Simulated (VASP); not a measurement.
# Si2Mo: single point with PBEsol

Crystal: Si2Mo.

```
CELL_PARAMETERS angstrom
4.73386 0.00000 0.00000
-2.36693 4.09964 0.00000
0.00000 0.00000 6.74490
ATOMIC_POSITIONS crystal
Si 0.16454 0.83546 0.83333
Si 0.32907 0.16454 0.16667
Si 0.83546 0.67093 0.50000
Si 0.83546 0.16454 0.83333
Si 0.67093 0.83546 0.16667
Si 0.16454 0.32907 0.50000
Mo 0.50000 0.00000 0.50000
Mo 0.00000 0.50000 0.16667
Mo 0.50000 0.50000 0.83333
```

```
Program                : VASP 6.6.1
Task                   : single point
Functional             : PBEsol
Potentials or basis    : VASP PAW PBE potentials, release 64 (Si, Mo_sv)
Cutoff                 : 520 eV
k mesh                 : 12 × 12 × 6
Occupations            : gaussian, width 0.1 eV
Spin                   : no spin polarisation
Dipole correction      : no
Further INCAR settings : ALGO = Normal; EDIFF = 1e-06; NBANDS = 43
```

The pressure is -16.7 GPa and the band gap on the k mesh is 0.06 eV (least direct gap 0.42 eV).

Forces in eV/Å, atoms in the order of the input:
```
Si  -0.002  0.001  0.000
Si  -0.002 -0.001  0.000
Si   0.000  0.002  0.000
Si   0.002 -0.001  0.000
Si   0.002  0.001  0.000
Si   0.000 -0.002  0.000
Mo   0.000  0.000  0.000
Mo   0.000  0.000  0.000
Mo   0.000  0.000  0.000
```

Stress tensor (GPa, compression positive):
```
-16.71   0.00   0.00
  0.00 -16.71   0.00
  0.00   0.00 -16.79
```

Levels at points of the mesh, in eV from the valence-band top:
```csv
k point,band 29,band 30,band 31,band 32,band 33,band 34,band 35,band 36,band 37,band 38
"(0.00, 0.00, 0.00)",-2.83,-2.83,-2.62,-2.05,-0.70,1.73,1.94,2.05,2.05,2.30
"(0.50, 0.00, 0.00)",-2.08,-1.90,-1.37,-0.95,-0.57,0.06,0.60,0.73,1.16,1.58
"(0.00, 0.00, 0.50)",-2.25,-2.25,-2.04,-0.62,-0.62,1.52,1.87,1.87,1.97,2.30
"(0.50, 0.00, 0.50)",-2.74,-2.49,-1.77,-1.15,0.00,0.42,0.94,1.15,1.18,1.51
```

Run time: 9.7 min on 1 thread of Oxide Virtual Turin-like Processor, on a shared host, peak memory 0.42 GiB.

Caveat: the cell stands under tension; the PAW data sets were made with another functional, which shifts forces and pressure a little. A k mesh can miss the band edges.
